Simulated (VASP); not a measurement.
# Al12HO in VASP: single point with PBE

Aim: the single point of Al12HO with PBE.

Everything below comes from runs of VASP 6.6.1. Logs are shortened: lines on timing, memory, paths and dates and some standing lists are left out, and cuts for length are marked.

## (1) The cell of the first run

The cell holds a slab with vacuum, 14 atoms: a = 5.714 Å, b = 5.714 Å, c = 22.175 Å, α = 90.00°, β = 90.00°, γ = 90.00°.

## (2) Single point, PBE, collinear spin, ferromagnetic start

INCAR reads:

```
ALGO = Normal
DIPOL = 0.5 0.5 0.292
EDIFF = 1E-6
ENCUT = 520
GGA = PE
IDIPOL = 3
ISIF = 2
ISMEAR = 0
ISPIN = 2
LASPH = T
LCHARG = F
LDIPOL = T
LORBIT = 11
LREAL = F
LWAVE = F
MAGMOM = 0 0 0 0 0 0 0 0 0 0 0 0 1 0
NBANDS = 38
NELM = 150
PREC = Accurate
SIGMA = 0.1
```

KPOINTS reads:

```
k-points
0
Gamma
  5 5 1
```

POSCAR reads:

```
Al12HO
1.0
    5.7143028096      0.0000000000      0.0000000000
    0.0000000000      5.7143028096      0.0000000000
    0.0000000000      0.0000000000     22.1750227687
Al O H
12 1 1
Direct
    0.2500000000      0.2500000000      0.1803831293
    0.2500000000      0.7500000000      0.1803831293
    0.7500000000      0.2500000000      0.1803831293
    0.7500000000      0.7500000000      0.1803831293
    0.0000000000      0.0000000000      0.2744094920
    0.0000000000      0.5000000000      0.2744094920
    0.5000000000      0.0000000000      0.2744094920
    0.5000000000      0.5000000000      0.2744094920
    0.2500000000      0.2500000000      0.3686590473
    0.2500000000      0.7500000000      0.3686590473
    0.7500000000      0.2500000000      0.3686590473
    0.7500000000      0.7500000000      0.3686590473
    0.5000000000      0.5000000000      0.3934617276
    0.6195268652      0.6195268652      0.4051333749
```

Potentials or basis: VASP PAW PBE potentials, release 64 (Al, O, H).

Run with:

```sh
> cat potpaw_PBE.64/Al/POTCAR potpaw_PBE.64/O/POTCAR potpaw_PBE.64/H/POTCAR > POTCAR
> mpirun -np 1 vasp_std > vasp.out
```

OUTCAR:

```text
EDIFF = 1E-6
   ENCUT = 520
   GGA = PE
   ISIF = 2
   ISMEAR = 0
   ISPIN = 2
   LASPH = T
   LORBIT = 11
   LREAL = F
   NELM = 150
   PREC = Accurate

 ion  position               nearest neighbor table
   1  0.250  0.250  0.180-   2 2.86   3 2.86   2 2.86   3 2.86   7 2.90   8 2.90   5 2.90   6 2.90

   2  0.250  0.750  0.180-   1 2.86   4 2.86   1 2.86   4 2.86   7 2.90   8 2.90   5 2.90   6 2.90

   3  0.750  0.250  0.180-   1 2.86   4 2.86   4 2.86   1 2.86   7 2.90   8 2.90   5 2.90   6 2.90

   4  0.750  0.750  0.180-   2 2.86   3 2.86   3 2.86   2 2.86   7 2.90   8 2.90   5 2.90   6 2.90

   5  0.000  0.000  0.274-   6 2.86   7 2.86   6 2.86   7 2.86   1 2.90   2 2.90   3 2.90   4 2.90
                            11 2.91  12 2.91   9 2.91  10 2.91
   6  0.000  0.500  0.274-   5 2.86   8 2.86   5 2.86   8 2.86   1 2.90   2 2.90   3 2.90   4 2.90
                            11 2.91  12 2.91   9 2.91  10 2.91
   7  0.500  0.000  0.274-   5 2.86   8 2.86   8 2.86   5 2.86   1 2.90   2 2.90   3 2.90   4 2.90
                            11 2.91  12 2.91   9 2.91  10 2.91
   8  0.500  0.500  0.274-  13 2.64   7 2.86   6 2.86   7 2.86   6 2.86   2 2.90   3 2.90   4 2.90
                             1 2.90  12 2.91   9 2.91  10 2.91  11 2.91
   9  0.250  0.250  0.369-  13 2.09  11 2.86  10 2.86  10 2.86  11 2.86   6 2.91   7 2.91   8 2.91
                             5 2.91
  10  0.250  0.750  0.369-  13 2.09  12 2.86   9 2.86   9 2.86  12 2.86   6 2.91   7 2.91   8 2.91
                             5 2.91
  11  0.750  0.250  0.369-  13 2.09  12 2.86   9 2.86  12 2.86   9 2.86   6 2.91   7 2.91   8 2.91
                             5 2.91
  12  0.750  0.750  0.369-  14 1.33  13 2.09  10 2.86  11 2.86  11 2.86  10 2.86   7 2.91   8 2.91
                             5 2.91   6 2.91
  13  0.500  0.500  0.393-  14 1.00  10 2.09  11 2.09  12 2.09   9 2.09   8 2.64
  14  0.620  0.620  0.405-  13 1.00  12 1.33

  LATTYP: Found a simple tetragonal cell.
 ALAT       =     5.7143028096
 C/A-ratio  =     3.8806173750

  Lattice vectors:

 A1 = (   5.7143028096,   0.0000000000,   0.0000000000)
 A2 = (   0.0000000000,   5.7143028096,   0.0000000000)
 A3 = (   0.0000000000,   0.0000000000,  22.1750227687)

Analysis of symmetry for initial positions (statically):
=====================================================================
 Subroutine PRICEL returns:
 Original cell was already a primitive cell.

 Routine SETGRP: Setting up the symmetry group for a
 simple tetragonal supercell.

 Subroutine GETGRP returns: Found  2 space group operations
 (whereof  2 operations were pure point group operations)
 out of a pool of 16 trial point group operations.

The static configuration has the point symmetry C_1h.

Analysis of symmetry for dynamics (positions and initial velocities):
=====================================================================
 Subroutine PRICEL returns:
 Original cell was already a primitive cell.

 Routine SETGRP: Setting up the symmetry group for a
 simple tetragonal supercell.

 Subroutine GETGRP returns: Found  2 space group operations
 (whereof  2 operations were pure point group operations)
 out of a pool of 16 trial point group operations.

The dynamic configuration has the point symmetry C_1h.

Analysis of structural, dynamic, and magnetic symmetry:
=====================================================================
 Subroutine PRICEL returns:
 Original cell was already a primitive cell.

 Routine SETGRP: Setting up the symmetry group for a
 simple tetragonal supercell.

 Subroutine GETGRP returns: Found  2 space group operations
 (whereof  2 operations were pure point group operations)
 out of a pool of 16 trial point group operations.

The overall configuration has the point symmetry C_1h.

 Subroutine INISYM returns: Found  2 space group operations
 (whereof  2 operations are pure point group operations),
 and found     1 'primitive' translations

----------------------------------------------------------------------------------------

                                     Primitive cell

  volume of cell :     724.0867

  direct lattice vectors                    reciprocal lattice vectors
     5.714302810  0.000000000  0.000000000     0.174999476  0.000000000  0.000000000
     0.000000000  5.714302810  0.000000000     0.000000000  0.174999476  0.000000000
     0.000000000  0.000000000 22.175022769     0.000000000  0.000000000  0.045095782

  length of vectors
     5.714302810  5.714302810 22.175022769     0.174999476  0.174999476  0.045095782

  position of ions in fractional coordinates (direct lattice)
     0.250000000  0.250000000  0.180383129
     0.250000000  0.750000000  0.180383129
     0.750000000  0.250000000  0.180383129
     0.750000000  0.750000000  0.180383129
     0.000000000  0.000000000  0.274409492
[... 70 lines left out ...]
   NGX,Y,Z   is equivalent  to a cutoff of  12.22, 12.22, 12.59 a.u.
   NGXF,Y,Z  is equivalent  to a cutoff of  24.44, 24.44, 25.19 a.u.
 SYSTEM =  unknown system
   PREC   = accura    normal or accurate (medium, high low for compatibility)
   ISTART =      0    job   : 0-new  1-cont  2-samecut
   ICHARG =      2    charge: 1-file 2-atom 10-const
   ISPIN  =      2    spin polarized calculation?
   LNONCOLLINEAR =      F non collinear calculations
   LSORBIT =      F    spin-orbit coupling
   LASPH  =      T    aspherical Exc in radial PAW
   ENCUT  =  520.0 eV  38.22 Ry    6.18 a.u.  10.62 10.62 41.23*2*pi/ulx,y,z
   NELM   =    150;   NELMIN=  2; NELMDL= -5     # of ELM steps
   EDIFF  = 0.1E-05   stopping-criterion for ELM
   LREAL  =      F    real-space projection
   EDIFFG = 0.1E-04   stopping-criterion for IOM
   NSW    =      0    number of steps for IOM
   IBRION =     -1    ionic relax: 0-MD 1-quasi-New 2-CG
   NFREE  =      0    steps in history (QN), initial steepest desc. (CG)
   ISIF   =      2    stress and relaxation
   ISYM   =      2    0-nonsym 1-usesym 2-fastsym
   POTIM  = 0.5000    time-step for ionic-motion
   TEBEG  =    0.0;   TEEND  =   0.0 temperature during run
   PSTRESS=    0.0 pullay stress
   NELECT =      43.0000    total number of electrons
   NUPDOWN=      -1.0000    fix difference up-down
   EMIN   =  10.00;   EMAX   =-10.00  energy-range for DOS
   EFERMI =   0.00;   METHOD = LEGACY
   ISMEAR =     0;   SIGMA  =   0.10  broadening in eV -4-tet -1-fermi 0-gaus
   EFERMI_NEDOS =   21; number of points for ismear=-14 and -15
   IALGO  =     38    algorithm
   IMIX   =      4    mixing-type and parameters
     AMIX     =   0.40;   BMIX     =  1.00
     AMIX_MAG =   1.60;   BMIX_MAG =  1.00
  volume/ion in A,a.u.               =      51.72       349.03
  Fermi-wavevector in a.u.,A,eV,Ry     =   0.638706  1.206979  5.550428  0.407945
  Thomas-Fermi vector in A             =   1.704136
   LORBIT       =     11    0 simple, 1 ext, 2 COOP (PROOUT), +10 PAW based schemes
   GGA     = PE    functional components
   LHFCALC =     F    Hartree Fock is set to
   AEXX    =    0.0000 exact exchange contribution
   IVDW    =     0    specifies the selected vdW correction
   LEPSILON=     F    determine dielectric tensor
   LRPA    =     F    only Hartree local field effects (RPA)
 spin polarized calculation
 Gauss-broadening in eV      SIGMA  =   0.10
  energy-cutoff  :      520.00
  volume of cell :      724.09
 maximum number of plane-waves:     19529
   NGX = 21   NGY = 21   NGZ = 83

 dipolmoment           0.000000      0.000000      0.031217 electrons x Angstroem

 number of electron      42.9999994 magnetization       0.0000259

 dipolmoment           0.000000      0.000000     -0.061850 electrons x Angstroem

 Free energy of the ion-electron system (eV)
  ---------------------------------------------------
  ext. energy  EPLUGINS =         0.00000000
  ---------------------------------------------------
  free energy    TOTEN  =       -48.23614042 eV

  energy without entropy =      -48.19360191  energy(sigma->0) =      -48.21487117

 E-fermi :  -0.6649     XC(G=0):  -3.8114

 val. band max:       -0.6702191407   @ k =  -0.2000   0.4000   0.0000
 cond. band min:      -0.5760129206   @ k =  -0.2000   0.4000   0.0000
 fundamental gap:      0.0942062201
 Fermi energy:        -0.6649417261

 spin component 1

 k-point     1 :       0.0000    0.0000    0.0000
  band No.  band energies     occupation
      1     -23.6559      1.00000
      2     -12.2305      1.00000
      3     -10.7918      1.00000
      4      -9.0305      1.00000
      5      -8.7025      1.00000
      6      -7.4743      1.00000
[... 313 lines left out ...]
     32       2.3046      0.00000
     33       2.4910      0.00000
 Fermi energy:        -0.6649417261

 spin component 2

 k-point     1 :       0.0000    0.0000    0.0000
  band No.  band energies     occupation
      1     -23.6559      1.00000
      2     -12.2305      1.00000
      3     -10.7918      1.00000
      4      -9.0305      1.00000
      5      -8.7025      1.00000
      6      -7.4743      1.00000
[... 313 lines left out ...]
     32       2.3046      0.00000
     33       2.4910      0.00000
 [bands above 33 left out]

------------------------ aborting loop because EDIFF is reached ----------------------------------------

 vacuum level on the upper side and lower side of the slab       (xc-potential included)        -0.170         0.166

  FORCE on cell =-STRESS in cart. coord.  units (eV):
  Direction    XX          YY          ZZ          XY          YZ          ZX
  --------------------------------------------------------------------------------------
  -------------------------------------------------------------------------------------
  Total        1.0366593      1.0366593      7.1557362      5.6227166     -3.0425171     -3.0425171
  in kB        2.2938026      2.2938026     15.8334053     12.4413126     -6.7321385     -6.7321384
  external PRESSURE =       6.8070035 kB  Pullay stress =       0.0000000 kB

 VOLUME and BASIS-vectors are now :
 -----------------------------------------------------------------------------
  energy-cutoff  :      520.00
  volume of cell :      724.09
      direct lattice vectors                 reciprocal lattice vectors
     5.714302810  0.000000000  0.000000000     0.174999476  0.000000000  0.000000000
     0.000000000  5.714302810  0.000000000     0.000000000  0.174999476  0.000000000
     0.000000000  0.000000000 22.175022769     0.000000000  0.000000000  0.045095782

 POSITION                                       TOTAL-FORCE (eV/Angst)
 -----------------------------------------------------------------------------------
      1.42858      1.42858      4.00000        -0.052631     -0.052631     -0.027891
      1.42858      4.28573      4.00000        -0.125820      0.057223     -0.016044
      4.28573      1.42858      4.00000         0.057223     -0.125820     -0.016044
      4.28573      4.28573      4.00000         0.097890      0.097890     -0.026114
      0.00000      0.00000      6.08504        -0.027282     -0.027282     -0.273359
      0.00000      2.85715      6.08504         0.011514      0.034992      0.250806
      2.85715      0.00000      6.08504         0.034992      0.011514      0.250806
      2.85715      2.85715      6.08504        -0.007182     -0.007182     -0.693978
      1.42858      1.42858      8.17502        -0.950763     -0.950763     -0.385653
      1.42858      4.28573      8.17502        -0.794046      0.614473     -0.460202
      4.28573      1.42858      8.17502         0.614473     -0.794046     -0.460202
      4.28573      4.28573      8.17502         5.740852      5.740852     -5.695495
      2.85715      2.85715      8.72502        -2.343777     -2.343777      0.896014
      3.54016      3.54016      8.98384        -2.255443     -2.255443      6.657358
 -----------------------------------------------------------------------------------
    total drift:                                0.000020      0.000020      0.000559

  FREE ENERGIE OF THE ION-ELECTRON SYSTEM (eV)
  ---------------------------------------------------
  free  energy   TOTEN  =       -48.2361404233 eV

  energy  without entropy=      -48.1936019113  energy(sigma->0) =      -48.21487117

 vacuum level on the upper side and lower side of the slab         3.337         3.719

 total charge

# of ion       s       p       d       tot
------------------------------------------
    1        0.473   0.285   0.000   0.758
    2        0.474   0.284   0.000   0.759
    3        0.474   0.284   0.000   0.759
    4        0.473   0.286   0.000   0.758
    5        0.435   0.335   0.000   0.770
    6        0.425   0.331   0.000   0.756
    7        0.425   0.331   0.000   0.756
    8        0.444   0.325   0.000   0.769
    9        0.468   0.279   0.000   0.748
   10        0.462   0.283   0.000   0.745
   11        0.462   0.283   0.000   0.745
   12        0.512   0.357   0.000   0.869
   13        1.618   3.514   0.000   5.132
   14        0.680   0.148   0.000   0.828
--------------------------------------------------
tot          7.827   7.326   0.000  15.152

 magnetization (x)

# of ion       s       p       d       tot
------------------------------------------
    1        0.000   0.000   0.000   0.000
    2        0.000   0.000   0.000   0.000
    3        0.000   0.000   0.000   0.000
    4        0.000   0.000   0.000   0.000
    5        0.000   0.000   0.000   0.000
    6       -0.000   0.000   0.000  -0.000
    7       -0.000   0.000   0.000  -0.000
    8       -0.000   0.000   0.000  -0.000
    9        0.000   0.000   0.000   0.000
   10        0.000   0.000   0.000   0.000
   11        0.000   0.000   0.000   0.000
   12        0.000   0.000   0.000   0.000
   13        0.000   0.000   0.000   0.000
   14        0.000   0.000   0.000   0.000
--------------------------------------------------
tot          0.000   0.000   0.000   0.000
```

Run time: 30 min. Hardware: 1 thread of Intel Xeon Platinum 8124M at 3.00GHz (Skylake/Cascade Lake), shared host; peak memory 1.1 GiB.

Results:

- Free energy: -48.2361 eV
- Largest force: 9.917 eV/Å
- Net moment: 0.00 μB per cell
- Valence electrons inside the program's atomic spheres: Al 0.76, 0.77, 0.75, 0.74, 0.87; O 5.13; H 0.83

Forces in eV/Å, atoms in the order of the input:
```
Al  -0.053 -0.053 -0.028
Al  -0.126  0.057 -0.016
Al   0.057 -0.126 -0.016
Al   0.098  0.098 -0.026
Al  -0.027 -0.027 -0.273
Al   0.012  0.035  0.251
Al   0.035  0.012  0.251
Al  -0.007 -0.007 -0.694
Al  -0.951 -0.951 -0.386
Al  -0.794  0.614 -0.460
Al   0.614 -0.794 -0.460
Al   5.741  5.741 -5.695
O   -2.344 -2.344  0.896
H   -2.255 -2.255  6.657
```
